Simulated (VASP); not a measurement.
# MgO (Fm-3m) in VASP: further runs

The runs below take MgO through single point, with r2SCAN.

All numbers are computed with VASP 6.6.1; they aren't measurements. Logs are shortened: lines on timing, memory, paths and dates and some standing lists are left out, and cuts for length are marked.

**The experiment to reproduce.**

From “Electronic structure of alkaline earth and post-transition metal oxides”, 2009, arxiv:0908.1581, for a bulk crystal of MgO: band gap 7.83 eV.

The results are compared with them further down.

## Step 1: The cell of the first run

The structure is cubic, space group Fm-3m (No. 225). The conventional cell has a = 4.200 Å, b = 4.200 Å, c = 4.200 Å, α = 90.00°, β = 90.00°, γ = 90.00°. Within 2.8 Å of Mg (site symmetry m-3m) lie 6 O at 2.10 Å. Within 2.8 Å of O (site symmetry m-3m) lie 6 Mg at 2.10 Å.

## Step 2: Single point, r2SCAN

File POSCAR:

```
MgO
1.0
    0.0000000000      2.1000000000      2.1000000000
    2.1000000000      0.0000000000      2.1000000000
    2.1000000000      2.1000000000      0.0000000000
Mg O
1 1
Direct
    0.0000000000      0.0000000000      0.0000000000
    0.5000000000      0.5000000000      0.5000000000
```

File INCAR.step1:

```
SYSTEM = MgO
PREC = Accurate
ENCUT = 520
ISMEAR = -1
SIGMA = 0.05
LREAL = .FALSE.
LASPH = .TRUE.
NELM = 80
NBANDS = 11
GGA = PE
ALGO = Normal
EDIFF = 1E-4
LWAVE = .TRUE.
LCHARG = .FALSE.
```

File INCAR.step2:

```
SYSTEM = MgO
PREC = Accurate
ENCUT = 520
EDIFF = 1E-6
ISMEAR = -1
SIGMA = 0.05
LREAL = .FALSE.
LASPH = .TRUE.
NELM = 80
ALGO = Normal
ISIF = 2
LWAVE = .FALSE.
LCHARG = .FALSE.
METAGGA = R2SCAN
LMIXTAU = .TRUE.
NBANDS = 11
ISTART = 1
```

File KPOINTS:

```
Automatic mesh
0
G
  9 9 9
  0 0 0
```

Potentials or basis: VASP PAW PBE potentials, release 64 (Mg, O).

Launch:

```sh
> cat potpaw_PBE.64/Mg/POTCAR potpaw_PBE.64/O/POTCAR > POTCAR
> cp INCAR.step1 INCAR
> mpirun -np 1 vasp_std > vasp.out
> cp INCAR.step2 INCAR
> mpirun -np 1 vasp_std > vasp.out
```

OUTCAR:

```text
SYSTEM = MgO
   PREC = Accurate
   ENCUT = 520
   EDIFF = 1E-6
   ISMEAR = -1
   LREAL = .FALSE.
   LASPH = .TRUE.
   NELM = 80
   ISIF = 2
   METAGGA = R2SCAN
   ISTART = 1

 ion  position               nearest neighbor table
   1  0.000  0.000  0.000-   2 2.10   2 2.10   2 2.10   2 2.10   2 2.10   2 2.10
   2  0.500  0.500  0.500-   1 2.10   1 2.10   1 2.10   1 2.10   1 2.10   1 2.10

  LATTYP: Found a face centered cubic cell.
 ALAT       =     4.2000000000

  Lattice vectors:

 A1 = (   0.0000000000,   2.1000000000,   2.1000000000)
 A2 = (   2.1000000000,   0.0000000000,   2.1000000000)
 A3 = (   2.1000000000,   2.1000000000,   0.0000000000)

Analysis of symmetry for initial positions (statically):
=====================================================================
 Subroutine PRICEL returns:
 Original cell was already a primitive cell.

 Routine SETGRP: Setting up the symmetry group for a
 face centered cubic supercell.

 Subroutine GETGRP returns: Found 48 space group operations
 (whereof 48 operations were pure point group operations)
 out of a pool of 48 trial point group operations.

The static configuration has the point symmetry O_h .

Analysis of symmetry for dynamics (positions and initial velocities):
=====================================================================
 Subroutine PRICEL returns:
 Original cell was already a primitive cell.

 Routine SETGRP: Setting up the symmetry group for a
 face centered cubic supercell.

 Subroutine GETGRP returns: Found 48 space group operations
 (whereof 48 operations were pure point group operations)
 out of a pool of 48 trial point group operations.

The dynamic configuration has the point symmetry O_h .

 Subroutine INISYM returns: Found 48 space group operations
 (whereof 48 operations are pure point group operations),
 and found     1 'primitive' translations

----------------------------------------------------------------------------------------

                                     Primitive cell

  volume of cell :      18.5220

  direct lattice vectors                    reciprocal lattice vectors
     0.000000000  2.100000000  2.100000000    -0.238095238  0.238095238  0.238095238
     2.100000000  0.000000000  2.100000000     0.238095238 -0.238095238  0.238095238
     2.100000000  2.100000000  0.000000000     0.238095238  0.238095238 -0.238095238

  length of vectors
     2.969848481  2.969848481  2.969848481     0.412393049  0.412393049  0.412393049

  position of ions in fractional coordinates (direct lattice)
     0.000000000  0.000000000  0.000000000
     0.500000000  0.500000000  0.500000000

  ion indices of the primitive-cell ions
   primitive index   ion index
                 1           1
                 2           2

----------------------------------------------------------------------------------------

 KPOINTS: Automatic mesh

Automatic generation of k-mesh.
 Grid dimensions read from file:
 generate k-points for:    9    9    9

 Generating k-lattice:

  Cartesian coordinates                     Fractional coordinates (reciprocal lattice)
    -0.026455026  0.026455026  0.026455026     0.111111111  0.000000000  0.000000000
     0.026455026 -0.026455026  0.026455026     0.000000000  0.111111111  0.000000000
     0.026455026  0.026455026 -0.026455026     0.000000000  0.000000000  0.111111111

  Length of vectors
     0.045821450  0.045821450  0.045821450

  Shift w.r.t. Gamma in fractional coordinates (k-lattice)
     0.000000000  0.000000000  0.000000000

 Subroutine IBZKPT returns following result:
 ===========================================

 Found     35 irreducible k-points:

 Following reciprocal coordinates:
            Coordinates               Weight
  0.000000  0.000000  0.000000      1.000000
  0.111111  0.000000  0.000000      8.000000
  0.222222  0.000000  0.000000      8.000000
  0.333333  0.000000  0.000000      8.000000
  0.444444  0.000000  0.000000      8.000000
  0.111111  0.111111  0.000000      6.000000
[... 16 lines left out ...]
 -0.333333  0.333333  0.000000     12.000000
  0.444444  0.444444  0.000000      6.000000
 [... further k-points ...]
   k-points           NKPTS =     35   k-points in BZ     NKDIM =     35   number of bands    NBANDS=     11
   number of dos      NEDOS =    301   number of ions     NIONS =      2
   total plane-waves  NPLWV =  13824
   dimension x,y,z NGX =    24 NGY =   24 NGZ =   24
   dimension x,y,z NGXF=    48 NGYF=   48 NGZF=   48
   ions per type =               1   1
   NGX,Y,Z   is equivalent  to a cutoff of  13.43, 13.43, 13.43 a.u.
   NGXF,Y,Z  is equivalent  to a cutoff of  26.87, 26.87, 26.87 a.u.
 SYSTEM =  MgO
   PREC   = accura    normal or accurate (medium, high low for compatibility)
   ISTART =      1    job   : 0-new  1-cont  2-samecut
   ICHARG =      0    charge: 1-file 2-atom 10-const
   ISPIN  =      1    spin polarized calculation?
   LNONCOLLINEAR =      F non collinear calculations
   LSORBIT =      F    spin-orbit coupling
   LASPH  =      T    aspherical Exc in radial PAW
   ENCUT  =  520.0 eV  38.22 Ry    6.18 a.u.   5.52  5.52  5.52*2*pi/ulx,y,z
   NELM   =     80;   NELMIN=  2; NELMDL=  0     # of ELM steps
   EDIFF  = 0.1E-05   stopping-criterion for ELM
   LREAL  =      F    real-space projection
   EDIFFG = 0.1E-04   stopping-criterion for IOM
   NSW    =      0    number of steps for IOM
   IBRION =     -1    ionic relax: 0-MD 1-quasi-New 2-CG
   NFREE  =      0    steps in history (QN), initial steepest desc. (CG)
   ISIF   =      2    stress and relaxation
   ISYM   =      2    0-nonsym 1-usesym 2-fastsym
   POTIM  = 0.5000    time-step for ionic-motion
   TEBEG  =    0.0;   TEEND  =   0.0 temperature during run
   PSTRESS=    0.0 pullay stress
   NELECT =       8.0000    total number of electrons
   NUPDOWN=      -1.0000    fix difference up-down
   EMIN   =  10.00;   EMAX   =-10.00  energy-range for DOS
   EFERMI =   0.00;   METHOD = LEGACY
   ISMEAR =    -1;   SIGMA  =   0.05  broadening in eV -4-tet -1-fermi 0-gaus
   EFERMI_NEDOS =   21; number of points for ismear=-14 and -15
   IALGO  =     38    algorithm
   IMIX   =      4    mixing-type and parameters
     AMIX     =   0.40;   BMIX     =  1.00
     AMIX_MAG =   1.60;   BMIX_MAG =  1.00
  volume/ion in A,a.u.               =       9.26        62.50
  Fermi-wavevector in a.u.,A,eV,Ry     =   1.237491  2.338520 20.835758  1.531385
  Thomas-Fermi vector in A             =   2.372056
   LORBIT       =      0    0 simple, 1 ext, 2 COOP (PROOUT), +10 PAW based schemes
   METAGGA = R2SCAN    functional components
   LHFCALC =     F    Hartree Fock is set to
   AEXX    =    0.0000 exact exchange contribution
   IVDW    =     0    specifies the selected vdW correction
   LEPSILON=     F    determine dielectric tensor
   LRPA    =     F    only Hartree local field effects (RPA)
 non-spin polarized calculation
  energy-cutoff  :      520.00
  volume of cell :       18.52
 maximum number of plane-waves:       531
 NGX is ok and might be reduce to    24
   NGX = 11   NGY = 11   NGZ = 11

 number of electron       8.0000004 magnetization

 Free energy of the ion-electron system (eV)
  ---------------------------------------------------
  ext. energy  EPLUGINS =         0.00000000
  ---------------------------------------------------
  free energy    TOTEN  =       -16.16134319 eV

  energy without entropy =      -16.16134319  energy(sigma->0) =      -16.16134319

 E-fermi :   3.8917     XC(G=0): -11.6393

 val. band max:        2.8392698853   @ k =   0.0000   0.0000   0.0000
 cond. band min:       8.5308280414   @ k =   0.0000   0.0000   0.0000
 fundamental gap:      5.6915581561
 Fermi energy:         3.8916831401

 k-point     1 :       0.0000    0.0000    0.0000
  band No.  band energies     occupation
      1     -15.4055      2.00000
      2       2.8393      2.00000
      3       2.8393      2.00000
      4       2.8393      2.00000
      5       8.5308      0.00000
      6      19.7234      0.00000
      7      19.7234      0.00000
      8      19.7234      0.00000
      9      23.8936      0.00000
     10      25.6705      0.00000
     11      25.6705      0.00000

 k-point     2 :       0.1111    0.0000    0.0000
  band No.  band energies     occupation
      1     -15.2757      2.00000
      2       2.0796      2.00000
      3       2.7532      2.00000
      4       2.7532      2.00000
      5       9.2691      0.00000
      6      18.2857      0.00000
      7      20.0340      0.00000
      8      20.0340      0.00000
      9      24.8549      0.00000
     10      24.8549      0.00000
     11      25.8615      0.00000

 k-point     3 :       0.2222    0.0000    0.0000
  band No.  band energies     occupation
      1     -14.9286      2.00000
      2       0.5706      2.00000
      3       2.5433      2.00000
      4       2.5433      2.00000
      5      10.6161      0.00000
      6      16.7444      0.00000
      7      20.5931      0.00000
      8      20.5931      0.00000
      9      24.2571      0.00000
     10      24.2571      0.00000
     11      26.6236      0.00000

 k-point     4 :       0.3333    0.0000    0.0000
  band No.  band energies     occupation
      1     -14.4938      2.00000
      2      -0.8453      2.00000
      3       2.3173      2.00000
      4       2.3173      2.00000
      5      11.4868      0.00000
      6      16.3460      0.00000
      7      20.6105      0.00000
      8      20.6105      0.00000
      9      25.1612      0.00000
     10      25.1612      0.00000
     11      25.9033      0.00000
[... 239 lines left out ...]
 k-point    22 :      -0.4444    0.3333    0.0000
  band No.  band energies     occupation
      1     -13.8968      2.00000
      2      -0.8789      2.00000
      3       0.4661      2.00000
      4       1.6454      2.00000
      5      13.7982      0.00000
      6      15.4859      0.00000
      7      16.7893      0.00000
      8      22.4183      0.00000
      9      22.5969      0.00000
     10      29.9190      0.00000
     11      31.5209      0.00000

 k-point    23 :      -0.3333    0.3333    0.0000
  band No.  band energies     occupation
      1     -13.9107      2.00000
      2      -0.4066      2.00000
      3      -0.2625      2.00000
      4       1.8052      2.00000
      5      14.1747      0.00000
      6      16.2153      0.00000
      7      16.6496      0.00000
      8      21.9977      0.00000
      9      22.9981      0.00000
     10      27.4055      0.00000
     11      32.1458      0.00000

 k-point    24 :       0.4444    0.4444    0.0000
  band No.  band energies     occupation
      1     -13.9308      2.00000
      2      -1.2235      2.00000
      3       1.4880      2.00000
      4       1.4880      2.00000
      5      12.9869      0.00000
      6      13.9682      0.00000
      7      17.2321      0.00000
      8      23.2400      0.00000
      9      23.2400      0.00000
     10      29.9287      0.00000
     11      30.8675      0.00000

 [... further k-points ...]
[... 5 lines left out ...]
  --------------------------------------------------------------------------------------
  -------------------------------------------------------------------------------------
  Total       -0.0715913     -0.0715913     -0.0715913      0.0000000      0.0000000      0.0000000
  in kB       -6.1927414     -6.1927414     -6.1927414      0.0000000      0.0000000      0.0000000
  external PRESSURE =      -6.1927414 kB  Pullay stress =       0.0000000 kB

 VOLUME and BASIS-vectors are now :
 -----------------------------------------------------------------------------
  energy-cutoff  :      520.00
  volume of cell :       18.52
      direct lattice vectors                 reciprocal lattice vectors
     0.000000000  2.100000000  2.100000000    -0.238095238  0.238095238  0.238095238
     2.100000000  0.000000000  2.100000000     0.238095238 -0.238095238  0.238095238
     2.100000000  2.100000000  0.000000000     0.238095238  0.238095238 -0.238095238

 POSITION                                       TOTAL-FORCE (eV/Angst)
 -----------------------------------------------------------------------------------
      0.00000      0.00000      0.00000         0.000000      0.000000      0.000000
      2.10000      2.10000      2.10000        -0.000000     -0.000000     -0.000000
 -----------------------------------------------------------------------------------
    total drift:                               -0.000000     -0.000000      0.000000

  FREE ENERGIE OF THE ION-ELECTRON SYSTEM (eV)
  ---------------------------------------------------
  free  energy   TOTEN  =       -16.1613431925 eV

  energy  without entropy=      -16.1613431924  energy(sigma->0) =      -16.16134319
```

It took 30 s on 1 thread of Intel Xeon Platinum 8259CL at 2.50GHz (Skylake/Cascade Lake), shared host; peak memory 0.14 GiB.

What came out:

```
Free energy            : -16.1613 eV
Pressure               : -0.6 GPa
Band gap on the k mesh : 5.69 eV, direct
```

Levels at points of the mesh, in eV from the valence-band top:
```
           k point  band 1  band 2  band 3  band 4  band 5  band 6  band 7  band 8
(0.00, 0.00, 0.00)  -18.24    0.00    0.00    0.00    5.69   16.88   16.88   16.88
```

Caveat: the PAW data sets were made with another functional, which shifts forces and pressure a little.

## Step 3: Single point, r2SCAN

POSCAR is that of step 2.

File INCAR.step1:

```
ALGO = Normal
EDIFF = 1E-4
ENCUT = 520
GGA = PE
ISMEAR = -1
LASPH = True
LCHARG = False
LREAL = False
LWAVE = True
NBANDS = 11
NELM = 60
PREC = Accurate
SIGMA = 0.05
```

File INCAR.step2:

```
ALGO = Normal
EDIFF = 1E-6
ENCUT = 520
ISIF = 2
ISMEAR = -1
ISTART = 1
LASPH = True
LCHARG = True
LELF = True
LMIXTAU = True
LREAL = False
LVHAR = True
LWAVE = False
METAGGA = R2SCAN
NBANDS = 11
NELM = 60
PREC = Accurate
SIGMA = 0.05
```

File KPOINTS:

```
k-points
0
Gamma
  9 9 9
```

Potentials or basis: VASP PAW PBE potentials, release 64 (Mg, O).

Launch:

```sh
> cat potpaw_PBE.64/Mg/POTCAR potpaw_PBE.64/O/POTCAR > POTCAR
> cp INCAR.step1 INCAR
> mpirun -np 1 vasp_std > vasp.out
> cp INCAR.step2 INCAR
> mpirun -np 1 vasp_std > vasp.out
```

It took 34 s on 1 thread of Intel Xeon Platinum 8259CL at 2.50GHz (Skylake/Cascade Lake), shared host; peak memory 0.14 GiB.

Results (log left out):

```yaml
Free_energy: -16.1613 eV
Pressure: -0.6 GPa
Band_gap_on_the_k_mesh: 5.69 eV, direct
```

Levels at points of the mesh, in eV from the valence-band top:
```tsv
k point	band 1	band 2	band 3	band 4	band 5	band 6	band 7	band 8	band 9
(0.00, 0.00, 0.00)	-18.24	0.00	0.00	0.00	5.69	16.88	16.88	16.88	21.05
```

Caveat: the PAW data sets were made with another functional, which shifts forces and pressure a little.

## Step 4: Single point, r2SCAN

POSCAR is that of step 3.

File INCAR.step1:

```
ALGO = Normal
EDIFF = 1E-5
ENCUT = 660
GGA = PE
GGA_COMPAT = False
ISMEAR = -1
LASPH = True
LCHARG = False
LREAL = False
LWAVE = True
NBANDS = 15
NELM = 120
PREC = Accurate
SIGMA = 0.05
```

Changes to INCAR.step2 since step 3:

```diff
@@ -2,3 +2,4 @@
 EDIFF = 1E-6
-ENCUT = 520
+ENCUT = 660
+GGA_COMPAT = False
 ISIF = 2
@@ -14,4 +15,4 @@
 METAGGA = R2SCAN
-NBANDS = 11
-NELM = 60
+NBANDS = 15
+NELM = 120
 PREC = Accurate
```

KPOINTS is that of step 3.

Potentials or basis: VASP PAW PBE potentials, release 64 (Mg_sv, O).

Launch:

```sh
> cat potpaw_PBE.64/Mg_sv/POTCAR potpaw_PBE.64/O/POTCAR > POTCAR
> cp INCAR.step1 INCAR
> mpirun -np 1 vasp_std > vasp.out
> cp INCAR.step2 INCAR
> mpirun -np 1 vasp_std > vasp.out
```

Wall time 54 s (1 thread of Intel Xeon 6975P-C (Granite Rapids), shared host); peak memory 0.16 GiB.

The run converged. Its results:

| Item | Value |
| --- | --- |
| Free energy | -16.1725 eV |
| Pressure | 0.3 GPa |
| Band gap on the k mesh | 5.74 eV, direct |

Levels at points of the mesh, in eV from the valence-band top:
```csv
k point,band 5,band 6,band 7,band 8,band 9,band 10,band 11,band 12
"(0.00, 0.00, 0.00)",-18.23,0.00,0.00,0.00,5.74,16.91,16.91,16.91
```

Caveat: the PAW data sets were made with another functional, which shifts forces and pressure a little.

## Step 5: Single point, r2SCAN

POSCAR is that of step 4.

File INCAR.step1:

```
SYSTEM = MgO
PREC = Accurate
ENCUT = 660
ISMEAR = -1
SIGMA = 0.05
LREAL = .FALSE.
LASPH = .TRUE.
NELM = 120
NBANDS = 15
GGA = PE
ALGO = Normal
EDIFF = 1E-5
LWAVE = .TRUE.
LCHARG = .FALSE.
GGA_COMPAT = .FALSE.
```

File INCAR.step2:

```
SYSTEM = MgO
PREC = Accurate
ENCUT = 660
EDIFF = 1E-6
ISMEAR = -1
SIGMA = 0.05
LREAL = .FALSE.
LASPH = .TRUE.
NELM = 120
ALGO = Normal
ISIF = 2
LWAVE = .FALSE.
LCHARG = .FALSE.
METAGGA = R2SCAN
LMIXTAU = .TRUE.
NBANDS = 15
ISTART = 1
GGA_COMPAT = .FALSE.
```

File KPOINTS:

```
Automatic mesh
0
G
  9 9 9
  0 0 0
```

Launch:

```sh
> cat potpaw_PBE.64/Mg_sv/POTCAR potpaw_PBE.64/O/POTCAR > POTCAR
> cp INCAR.step1 INCAR
> mpirun -np 1 vasp_std > vasp.out
> cp INCAR.step2 INCAR
> mpirun -np 1 vasp_std > vasp.out
```

Run time: 40 s. Hardware: 1 thread of Intel Xeon 6975P-C (Granite Rapids), shared host; peak memory 0.16 GiB.

Results (log left out):

```
Free energy            : -16.1725 eV
Pressure               : 0.3 GPa
Band gap on the k mesh : 5.74 eV, direct
```

Levels at points of the mesh, in eV from the valence-band top:
```
           k point  band 6  band 7  band 8  band 9  band 10  band 11
(0.00, 0.00, 0.00)    0.00    0.00    0.00    5.74    16.91    16.91
```

Caveat: the PAW data sets were made with another functional, which shifts forces and pressure a little.

## Step 6: Comparison with measurements

Step 2. Measured gap of MgO: 7.83 eV (quoted in “Electronic structure of alkaline earth and post-transition metal oxides”, 2009, arxiv:0908.1581). This calculation gives 5.69 eV (-2.14 eV). The value is that of r2SCAN, without temperature or zero-point motion.

Step 3. Measured gap of MgO: 7.83 eV (quoted in “Electronic structure of alkaline earth and post-transition metal oxides”, 2009, arxiv:0908.1581). This calculation gives 5.69 eV (-2.14 eV). The value is that of r2SCAN, without temperature or zero-point motion.

Step 4. A measured gap of MgO is 7.83 eV (quoted in “Electronic structure of alkaline earth and post-transition metal oxides”, 2009, arxiv:0908.1581); the calculated 5.74 eV misses it by -2.09 eV. The value is that of r2SCAN, without temperature or zero-point motion.

Step 5. Against the measured gap of MgO, 7.83 eV (quoted in “Electronic structure of alkaline earth and post-transition metal oxides”, 2009, arxiv:0908.1581), the calculated 5.74 eV is off by -2.09 eV. The value is that of r2SCAN, without temperature or zero-point motion.
